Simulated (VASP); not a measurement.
Write the native input for VASP 6.6.1 that does the following.

* Task: single point
* Functional: PBE
* Potentials or basis: VASP PAW PBE potentials, release 64 (Cd_sv_GW)
* Cutoff: 630 eV
* k mesh: 18 × 18 × 8
* Occupations: gaussian, width 0.15 eV
* Spin: no spin polarisation
* Dipole correction: no
* Further INCAR settings: ALGO = Normal; EDIFF = 1e-06; NBANDS = 27

The structure of Cd lies in POSCAR:

```
Cd
1.0
    2.9192950579      0.0000000000      0.0000000000
   -1.4596475289      2.5281836813      0.0000000000
    0.0000000000      0.0000000000      5.6176500000
Cd
2
Direct
    0.3333333333      0.6666666667      0.2500000000
    0.6666666667      0.3333333333      0.7500000000
```

This cell differs from its parent crystal: strain -0.0200 x Voigt [1, 1, 0, 0, 0, 0].

The input as run:

INCAR

```
SYSTEM = Cd
  PREC = Accurate
  ENCUT = 630
  EDIFF = 1E-6
  ISMEAR = 0
  SIGMA = 0.15
  LREAL = .False.
  LASPH = .True.
  NELM = 120
  ALGO = Normal
  ISIF = 2
  LWAVE = .False.
  LCHARG = .False.
  GGA = PE
  NBANDS = 27
  GGA_COMPAT = .False.
```

KPOINTS

```
regular mesh
0
Gamma
  18 18 8
  0 0 0
```

Potentials or basis: VASP PAW PBE potentials, release 64 (Cd_sv_GW).

Command:

```bash
$ cat potpaw_PBE.64/Cd_sv_GW/POTCAR > POTCAR
$ mpirun -np 1 vasp_std > vasp.out
```

It gave:

```
Pressure               : 5.8 GPa
Band gap on the k mesh : zero (bands 20 and 21 overlap by 4.91 eV)
```

Caveat: the cell differs from its parent crystal (strain -0.0200 x Voigt [1, 1, 0, 0, 0, 0]); the cell stands under pressure.

Wall time 4 min on 1 thread of AMD EPYC 7R43 64-Core Processor (Zen 3), on a shared host, peak memory 0.34 GiB.
